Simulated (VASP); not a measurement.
A run of VASP 6.6.1:

INCAR

```
SYSTEM = SiB2
PREC = Accurate
ENCUT = 600
EDIFF = 1E-7
ISMEAR = 0
SIGMA = 0.2
LREAL = .FALSE.
LASPH = .TRUE.
NELM = 60
ALGO = Normal
ISIF = 3
LWAVE = .FALSE.
LCHARG = .FALSE.
GGA = PE
IBRION = 2
NSW = 36
EDIFFG = -0.08
```

File KPOINTS:

```
regular mesh
0
G
  4 4 4
  0 0 0
```

File POSCAR:

```
SiB2
1.0
    4.6765000000     -2.7000000000      0.0000000000
    4.6765000000      2.7000000000      0.0000000000
   -3.1154708900      0.0000000000      4.6015312800
Si B
4 8
Direct
    0.6535000000      0.0101000000      0.6736000000
    0.3465000000      0.9899000000      0.3264000000
    0.9899000000      0.3465000000      0.3264000000
    0.0101000000      0.6535000000      0.6736000000
    0.2212000000      0.2212000000      0.0729000000
    0.7789000000      0.3695000000      0.9271000000
    0.3695000000      0.7789000000      0.9271000000
    0.7788000000      0.7788000000      0.9271000000
    0.2211000000      0.6305000000      0.0729000000
    0.6305000000      0.2211000000      0.0729000000
    0.0101000000      0.0101000000      0.6736000000
    0.9899000000      0.9899000000      0.3264000000
```

Potentials or basis: VASP PAW PBE potentials, release 64 (Si, B).

The run is started by

```sh
$ cat potpaw_PBE.64/Si/POTCAR potpaw_PBE.64/B/POTCAR > POTCAR
$ mpirun -np 1 vasp_std > vasp.out
```

Hardware: 1 thread of Intel Xeon 8259CL, with other jobs on the host.

Q: How long does it take, and how much memory?

A: Run time: 55 min on 1 thread of Intel Xeon 8259CL (shared host), peak memory 0.37 GiB. Counts: scf iterations 228, k points 24, ion steps 24.
